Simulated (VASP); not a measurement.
Wanted: the native input for a VASP 6.6.1 run.

| Quantity | Value |
| --- | --- |
| Task | single point |
| Functional | PBE |
| Potentials or basis | VASP PAW PBE potentials, release 64 (Mo_sv, S) |
| Cutoff | 520 eV |
| k mesh | 6 × 6 × 6 |
| Occupations | gaussian, width 0.1 eV |
| Spin | collinear spin, ferromagnetic start |
| Starting moments | [1.0, 0.0, 0.0] μB |
| Dipole correction | no |
| Further INCAR settings | ALGO = Normal; EDIFF = 1e-07; NBANDS = 24 |

The structure of MoS2 lies in POSCAR:

```
MoS2
1.0
    0.0000000000      3.0918915500      3.0918915500
    3.0918915500      0.0000000000      3.0918915500
    3.0918915500      3.0918915500      0.0000000000
Mo S
1 2
Direct
    0.0000000000      0.0000000000      0.0000000000
    0.2500000000      0.2500000000      0.2500000000
    0.7500000000      0.7500000000      0.7500000000
```

The input as run:

INCAR

```
SYSTEM = MoS2
ALGO = Normal ; EDIFF = 1E-7
ENCUT = 520 ; GGA = PE
ISIF = 2 ; ISMEAR = 0
ISPIN = 2 ; LASPH = .TRUE.
LCHARG = .TRUE. ; LELF = .TRUE.
LMAXMIX = 4 ; LORBIT = 11
LREAL = .FALSE. ; LVHAR = .TRUE.
LWAVE = .FALSE. ; MAGMOM = 1 0 0
NBANDS = 24 ; NELM = 150
PREC = Accurate ; SIGMA = 0.1
```

KPOINTS

```
k-points
0
G
  6 6 6
  0 0 0
```

Potentials or basis: VASP PAW PBE potentials, release 64 (Mo_sv, S).

The run is started by

```bash
$ cat potpaw_PBE.64/Mo_sv/POTCAR potpaw_PBE.64/S/POTCAR > POTCAR
$ mpirun -np 1 vasp_std > vasp.out
```

It gave:

The pressure is -11.3 GPa. The net moment is 1.88 μB per cell. The site moments are Mo +1.77; S -0.09 μB and the valence electrons inside the program's atomic spheres are Mo 11.98; S 3.64.

Wall time 53 s on 1 thread of AMD EPYC 9R45 96-Core Processor (Zen 5) (shared host), peak memory 0.22 GiB.
